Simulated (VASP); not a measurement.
# F (C2/c) in VASP: notebook

F is run at these levels: PBE+D3(BJ); tasks: single point.

Program: VASP 6.6.1. These are calculated values, not measurements. Logs are shortened: lines on timing, memory, paths and dates and some standing lists are left out, and cuts for length are marked.

**1. The cell of the first run**

It takes space group C2/c (No. 15, monoclinic). Conventional cell: a = 6.015 Å, b = 3.580 Å, c = 6.794 Å, α = 90.00°, β = 91.10°, γ = 90.00°. Within 1.9 Å of F (site symmetry 1) lie 1 F at 1.42 Å.

**2. Single point, PBE+D3(BJ) (18.29 Å³/atom)**

Input file INCAR:

```
ALGO = Normal
EDIFF = 1E-6
ENCUT = 1350
GGA = PE
GGA_COMPAT = F
ISIF = 2
ISMEAR = 0
IVDW = 12
LASPH = T
LCHARG = F
LREAL = F
LWAVE = F
NBANDS = 22
NELM = 120
PREC = Accurate
SIGMA = 0.05
```

Input file KPOINTS:

```
k-points
0
Gamma
  8 8 4
```

Input file POSCAR:

```
F
1.0
    2.9910203351     -1.7900914405      0.3156511524
    2.9910203351      1.7900914405      0.3156511524
   -0.8430695836      0.0000000000      6.7419276277
F
4
Direct
    0.9138648456      0.5855481450      0.0939279973
    0.4144518550      0.0861351544      0.4060720027
    0.0861351544      0.4144518550      0.9060720027
    0.5855481450      0.9138648456      0.5939279973
```

Potentials or basis: VASP PAW PBE potentials, release 64 (F_h).

On the command line:

```console
$ cat potpaw_PBE.64/F_h/POTCAR > POTCAR
$ mpirun -np 1 vasp_std > vasp.out
```

OUTCAR:

```text
EDIFF = 1E-6
   ENCUT = 1350
   GGA = PE
   ISIF = 2
   ISMEAR = 0
   IVDW = 12
   LASPH = T
   LREAL = F
   NELM = 120
   PREC = Accurate
 IVDW          = 12

 ion  position               nearest neighbor table
   1  0.914  0.586  0.094-   3 1.42
   2  0.414  0.086  0.406-   4 1.42
   3  0.086  0.414  0.906-   1 1.42
   4  0.586  0.914  0.594-   2 1.42

  LATTYP: Found a base centered monoclinic cell.
 ALAT       =     6.0152600260
 B/A-ratio  =     0.5951833945
 C/A-ratio  =     1.1295331410
 COS(beta)  =    -0.0192580469

  Lattice vectors:

 A1 = (   2.9910203351,  -1.7900914405,   0.3156511524)
 A2 = (   2.9910203351,   1.7900914405,   0.3156511524)
 A3 = (  -0.8430695836,   0.0000000000,   6.7419276277)

Analysis of symmetry for initial positions (statically):
=====================================================================
 Subroutine PRICEL returns:
 Original cell was already a primitive cell.

 Routine SETGRP: Setting up the symmetry group for a
 base centered monoclinic supercell.

 Subroutine GETGRP returns: Found  4 space group operations
 (whereof  2 operations were pure point group operations)
 out of a pool of  4 trial point group operations.

The static configuration has the point symmetry S_2 .
 The point group associated with its full space group is C_2h.

Analysis of symmetry for dynamics (positions and initial velocities):
=====================================================================
 Subroutine PRICEL returns:
 Original cell was already a primitive cell.

 Routine SETGRP: Setting up the symmetry group for a
 base centered monoclinic supercell.

 Subroutine GETGRP returns: Found  4 space group operations
 (whereof  2 operations were pure point group operations)
 out of a pool of  4 trial point group operations.

The dynamic configuration has the point symmetry S_2 .
 The point group associated with its full space group is C_2h.

 Subroutine INISYM returns: Found  4 space group operations
 (whereof  2 operations are pure point group operations),
 and found     1 'primitive' translations

----------------------------------------------------------------------------------------

                                     Primitive cell

  volume of cell :      73.1480

  direct lattice vectors                    reciprocal lattice vectors
     2.991020335 -1.790091440  0.315651152     0.164989705 -0.279315340  0.020631755
     2.991020335  1.790091440  0.315651152     0.164989705  0.279315340  0.020631755
    -0.843069584  0.000000000  6.741927628    -0.015449347  0.000000000  0.146393610

  length of vectors
     3.500037951  3.500037951  6.794435551     0.325060504  0.325060504  0.147206560

  position of ions in fractional coordinates (direct lattice)
     0.913864846  0.585548145  0.093927997
     0.414451855  0.086135154  0.406072003
     0.086135154  0.414451855  0.906072003
     0.585548145  0.913864846  0.593927997

  ion indices of the primitive-cell ions
   primitive index   ion index
                 1           1
                 2           2
                 3           3
                 4           4

----------------------------------------------------------------------------------------

 KPOINTS: k-points

Automatic generation of k-mesh.
 Grid dimensions read from file:
 generate k-points for:    8    8    4

 Generating k-lattice:

  Cartesian coordinates                     Fractional coordinates (reciprocal lattice)
     0.020623713 -0.034914418  0.002578969     0.125000000 -0.000000000  0.000000000
     0.020623713  0.034914418  0.002578969    -0.000000000  0.125000000  0.000000000
    -0.003862337  0.000000000  0.036598403     0.000000000  0.000000000  0.250000000

  Length of vectors
     0.040632563  0.040632563  0.036801640

  Shift w.r.t. Gamma in fractional coordinates (k-lattice)
     0.000000000  0.000000000  0.000000000

 Subroutine IBZKPT returns following result:
 ===========================================

 Found     78 irreducible k-points:

 Following reciprocal coordinates:
            Coordinates               Weight
  0.000000  0.000000  0.000000      1.000000
  0.125000 -0.000000 -0.000000      4.000000
  0.250000 -0.000000 -0.000000      4.000000
  0.375000 -0.000000 -0.000000      4.000000
  0.500000 -0.000000 -0.000000      2.000000
  0.125000  0.125000 -0.000000      2.000000
[... 16 lines left out ...]
  0.125000 -0.000000  0.250000      4.000000
  0.250000 -0.000000  0.250000      4.000000
 [... further k-points ...]
   k-points           NKPTS =     78   k-points in BZ     NKDIM =     78   number of bands    NBANDS=     22
   number of dos      NEDOS =    301   number of ions     NIONS =      4
   total plane-waves  NPLWV = 148176
   dimension x,y,z NGX =    42 NGY =   42 NGZ =   84
   dimension x,y,z NGXF=    84 NGYF=   84 NGZF=  168
   ions per type =               4
   NGX,Y,Z   is equivalent  to a cutoff of  19.95, 19.95, 20.55 a.u.
   NGXF,Y,Z  is equivalent  to a cutoff of  39.90, 39.90, 41.11 a.u.
 SYSTEM =  unknown system
   PREC   = accura    normal or accurate (medium, high low for compatibility)
   ISTART =      0    job   : 0-new  1-cont  2-samecut
   ICHARG =      2    charge: 1-file 2-atom 10-const
   ISPIN  =      1    spin polarized calculation?
   LNONCOLLINEAR =      F non collinear calculations
   LSORBIT =      F    spin-orbit coupling
   LASPH  =      T    aspherical Exc in radial PAW
   ENCUT  = 1350.0 eV  99.22 Ry    9.96 a.u.  10.49 10.49 20.36*2*pi/ulx,y,z
   NELM   =    120;   NELMIN=  2; NELMDL= -5     # of ELM steps
   EDIFF  = 0.1E-05   stopping-criterion for ELM
   LREAL  =      F    real-space projection
   EDIFFG = 0.1E-04   stopping-criterion for IOM
   NSW    =      0    number of steps for IOM
   IBRION =     -1    ionic relax: 0-MD 1-quasi-New 2-CG
   NFREE  =      0    steps in history (QN), initial steepest desc. (CG)
   ISIF   =      2    stress and relaxation
   ISYM   =      2    0-nonsym 1-usesym 2-fastsym
   POTIM  = 0.5000    time-step for ionic-motion
   TEBEG  =    0.0;   TEEND  =   0.0 temperature during run
   PSTRESS=    0.0 pullay stress
   NELECT =      28.0000    total number of electrons
   NUPDOWN=      -1.0000    fix difference up-down
   EMIN   =  10.00;   EMAX   =-10.00  energy-range for DOS
   EFERMI =   0.00;   METHOD = LEGACY
   ISMEAR =     0;   SIGMA  =   0.05  broadening in eV -4-tet -1-fermi 0-gaus
   EFERMI_NEDOS =   21; number of points for ismear=-14 and -15
   IALGO  =     38    algorithm
   IMIX   =      4    mixing-type and parameters
     AMIX     =   0.40;   BMIX     =  1.00
     AMIX_MAG =   1.60;   BMIX_MAG =  1.00
  volume/ion in A,a.u.               =      18.29       123.41
  Fermi-wavevector in a.u.,A,eV,Ry     =   1.188666  2.246254 19.224053  1.412928
  Thomas-Fermi vector in A             =   2.324791
   LORBIT       =      0    0 simple, 1 ext, 2 COOP (PROOUT), +10 PAW based schemes
   GGA     = PE    functional components
   LHFCALC =     F    Hartree Fock is set to
   AEXX    =    0.0000 exact exchange contribution
   IVDW    =    12    specifies the selected vdW correction
   LEPSILON=     F    determine dielectric tensor
   LRPA    =     F    only Hartree local field effects (RPA)
 non-spin polarized calculation
 Gauss-broadening in eV      SIGMA  =   0.05
  energy-cutoff  :     1350.00
  volume of cell :       73.15
 maximum number of plane-waves:      8277
 NGX is ok and might be reduce to    42
   NGX = 21   NGY = 21   NGZ = 41

 number of electron      28.0000000 magnetization

 Free energy of the ion-electron system (eV)
  ---------------------------------------------------
  ext. energy  EPLUGINS =         0.00000000
  ---------------------------------------------------
  free energy    TOTEN  =        -7.47160329 eV

  energy without entropy =       -7.47160329  energy(sigma->0) =       -7.47160329

 E-fermi :  -5.0321     XC(G=0):  -7.0511

 val. band max:       -5.3141418899   @ k =   0.0000   0.0000   0.0000
 cond. band min:      -2.2559984060   @ k =   0.0000   0.0000   0.0000
 fundamental gap:      3.0581434839
 Fermi energy:        -5.0320797631

 k-point     1 :       0.0000    0.0000    0.0000
  band No.  band energies     occupation
      1     -30.0459      2.00000
      2     -29.9472      2.00000
      3     -23.9021      2.00000
      4     -23.6268      2.00000
      5     -11.7184      2.00000
      6     -11.1238      2.00000
[... 14 lines left out ...]
     21      14.6712      0.00000
     22      14.8066      0.00000

 k-point     2 :       0.1250   -0.0000   -0.0000
  band No.  band energies     occupation
      1     -30.0358      2.00000
      2     -29.9445      2.00000
      3     -23.8914      2.00000
      4     -23.6373      2.00000
      5     -11.7015      2.00000
      6     -11.1473      2.00000
[... 14 lines left out ...]
     21      13.6387      0.00000
     22      14.5516      0.00000

 k-point     3 :       0.2500   -0.0000   -0.0000
  band No.  band energies     occupation
      1     -30.0095      2.00000
      2     -29.9395      2.00000
      3     -23.8610      2.00000
      4     -23.6670      2.00000
      5     -11.6500      2.00000
      6     -11.2161      2.00000
[... 14 lines left out ...]
     21      12.8494      0.00000
     22      12.9995      0.00000
[... 476 lines left out ...]
 k-point    23 :       0.1250   -0.0000    0.2500
  band No.  band energies     occupation
      1     -30.0226      2.00000
      2     -29.9582      2.00000
      3     -23.8542      2.00000
      4     -23.6750      2.00000
      5     -11.6249      2.00000
      6     -11.2341      2.00000
[... 14 lines left out ...]
     21      13.1894      0.00000
     22      14.2246      0.00000

 k-point    24 :       0.2500   -0.0000    0.2500
  band No.  band energies     occupation
      1     -29.9993      2.00000
      2     -29.9501      2.00000
      3     -23.8325      2.00000
      4     -23.6960      2.00000
      5     -11.5853      2.00000
      6     -11.2783      2.00000
[... 14 lines left out ...]
     21      12.0109      0.00000
     22      12.6366      0.00000

 [... further k-points ...]

------------------------ aborting loop because EDIFF is reached ----------------------------------------

 Edisp (eV)   -0.09880

 E8    (eV) :    -0.0211

  FORCE on cell =-STRESS in cart. coord.  units (eV):
  Direction    XX          YY          ZZ          XY          YZ          ZX
  --------------------------------------------------------------------------------------
  -------------------------------------------------------------------------------------
  Total      -0.33474    -0.24371    -0.15344     0.00000     0.00000    -0.02118
  in kB      -7.33179    -5.33807    -3.36079     0.00000     0.00000    -0.46387
  external pressure =       -5.34 kB  Pullay stress =        0.00 kB

 VOLUME and BASIS-vectors are now :
 -----------------------------------------------------------------------------
  energy-cutoff  :     1350.00
  volume of cell :       73.15
      direct lattice vectors                 reciprocal lattice vectors
     2.991020335 -1.790091440  0.315651152     0.164989705 -0.279315340  0.020631755
     2.991020335  1.790091440  0.315651152     0.164989705  0.279315340  0.020631755
    -0.843069584  0.000000000  6.741927628    -0.015449347  0.000000000  0.146393610

 POSITION                                       TOTAL-FORCE (eV/Angst)
 -----------------------------------------------------------------------------------
      4.40559     -0.58772      1.10655        -0.001925      0.014221      0.024721
      1.15492     -0.58772      2.89572         0.001925      0.014221     -0.024721
      0.73338      0.58772      6.26668         0.001925     -0.014221     -0.024721
      3.98405      0.58772      4.47751        -0.001925     -0.014221      0.024721
 -----------------------------------------------------------------------------------
    total drift:                               -0.000000     -0.000000      0.000000

  FREE ENERGIE OF THE ION-ELECTRON SYSTEM (eV)
  ---------------------------------------------------
  free  energy   TOTEN  =        -7.5704038862 eV

  energy  without entropy=       -7.5704038862  energy(sigma->0) =       -7.57040389
```

Wall time 5.8 min (1 thread of Intel Xeon Platinum 8259CL at 2.50GHz (Skylake/Cascade Lake), shared host); peak memory 0.61 GiB.

What came out:

```yaml
Free_energy: -7.5704 eV
Pressure: -0.5 GPa
Largest_force: 0.029 eV/Å
Band_gap_on_the_k_mesh: 3.06 eV
Dispersion_energy_per_atom: -0.025 eV
```

Forces on the atoms (eV/Å):
```
F   -0.002  0.014  0.025
F    0.002  0.014 -0.025
F    0.002 -0.014 -0.025
F   -0.002 -0.014  0.025
```

A k mesh can miss the band edges.

**3. Single point, PBE+D3(BJ) (18.80 Å³/atom)**

This run uses another cell than the first one, of 18.80 Å³/atom.

Input file INCAR:

```
SYSTEM = F
  ALGO = Normal
  EDIFF = 1E-6
  ENCUT = 1350
  GGA = PE
  GGA_COMPAT = .False.
  ISIF = 2
  ISMEAR = 0
  IVDW = 12
  LASPH = .True.
  LCHARG = .False.
  LREAL = .False.
  LWAVE = .False.
  NBANDS = 22
  NELM = 120
  PREC = Accurate
  SIGMA = 0.05
```

Input file KPOINTS:

```
k-points
0
Gamma
  8 8 4
  0 0 0
```

Input file POSCAR:

```
F
1.0
    2.9788247443     -1.8189313624      0.3143641159
    2.9788247443      1.8189313624      0.3143641159
   -0.8540251668      0.0000000000      6.8508231497
F
4
Direct
    0.9138648456      0.5855481450      0.0939279973
    0.4144518550      0.0861351544      0.4060720027
    0.0861351544      0.4144518550      0.9060720027
    0.5855481450      0.9138648456      0.5939279973
```

Potentials or basis: VASP PAW PBE potentials, release 64 (F_h).

On the command line:

```console
$ cat potpaw_PBE.64/F_h/POTCAR > POTCAR
$ mpirun -np 1 vasp_std > vasp.out
```

It took 2.8 min on 1 thread of Intel Xeon 6975P-C (Granite Rapids), shared host; peak memory 0.64 GiB.

The run converged. Its results:

```
Free energy                : -7.5531 eV
Pressure                   : -2.1 GPa
Largest force              : 0.693 eV/Å
Band gap on the k mesh     : 2.82 eV
Dispersion energy per atom : -0.024 eV
```

Forces on the atoms (eV/Å):
```
F    0.080 -0.302 -0.618
F   -0.080 -0.302  0.618
F   -0.080  0.302  0.618
F    0.080  0.302 -0.618
```

Stress tensor (GPa, compression positive):
```
-0.78  0.00  0.43
 0.00 -1.48  0.00
 0.43  0.00 -4.09
```

Levels at points of the mesh, in eV from the valence-band top:
| k point | band 12 | band 13 | band 14 | band 15 | band 16 | band 17 |
| --- | --- | --- | --- | --- | --- | --- |
| (0.00, 0.00, 0.00) | -0.08 | -0.06 | 0.00 | 2.82 | 3.50 | 8.82 |
| (0.50, 0.00, 0.00) | -0.22 | -0.09 | -0.08 | 3.23 | 3.23 | 12.74 |
| (0.50, 0.50, 0.00) | -0.36 | -0.07 | -0.04 | 2.98 | 3.46 | 12.52 |
| (0.00, 0.00, 0.50) | -0.20 | -0.04 | -0.04 | 3.14 | 3.14 | 9.70 |
| (0.50, 0.00, 0.50) | -0.19 | -0.06 | -0.05 | 3.20 | 3.21 | 13.27 |
| (0.50, 0.50, 0.50) | -0.23 | -0.22 | -0.22 | 3.21 | 3.21 | 13.08 |

A k mesh can miss the band edges.
